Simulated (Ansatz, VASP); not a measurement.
**LiSb7: VASP beside Ansatz**

```
Li Sb
1.0
     6.70705    0.00000    0.00000
    -3.35352    5.80847    0.00000
     0.00000    0.00000    5.52834
Li Sb
1 7
Direct
  0.00000 0.00000 0.50000
  0.99824 0.49912 0.50000
  0.50088 0.49912 0.50000
  0.50088 0.00176 0.50000
  0.17798 0.35596 0.00000
  0.17798 0.82202 0.00000
  0.64404 0.82202 0.00000
  0.66667 0.33333 0.00000
```

Change from the starting cell: species swapped into the Mg7Zn type (P-6m2, No. 187).

Alike in both runs: functional PBE; k mesh 3 × 3 × 4; occupations gaussian, width 0.1 eV; no spin polarisation.

Ansatz relaxed the structure, and its values are those at the end. VASP's run is a single point on that final structure, the one shown.

```csv
,VASP,Ansatz
version,VASP 6.6.1,Ansatz 0.2.0
potentials or method,"VASP PAW PBE potentials, release 64 (Li_sv, Sb), cutoff 520 eV","scalar-relativistic, plane waves, PAW"
valence electrons in the cell,38,108
```

Ansatz gave:

| Quantity | Value |
| --- | --- |
| gap on the k mesh at the Fermi level (eV) | none |
| rms of the force components (eV/Å) | 0.012 |

Question: Which values does VASP return?

Answer: gap on the k mesh at the Fermi level (eV): none; rms of the force components (eV/Å): 0.011.

A gap of «none» marks a metal or a gap that the smearing closes. VASP's potentials hold 38 valence electrons a cell and Ansatz's 108, so a difference there can come from the potentials and not from the codes.

The k mesh is coarse, so the values compare programs but aren't converged. Neither program's run includes spin-orbit coupling. Noted on VASP's run: the cutoff is short for stress, so the pressure is rough.
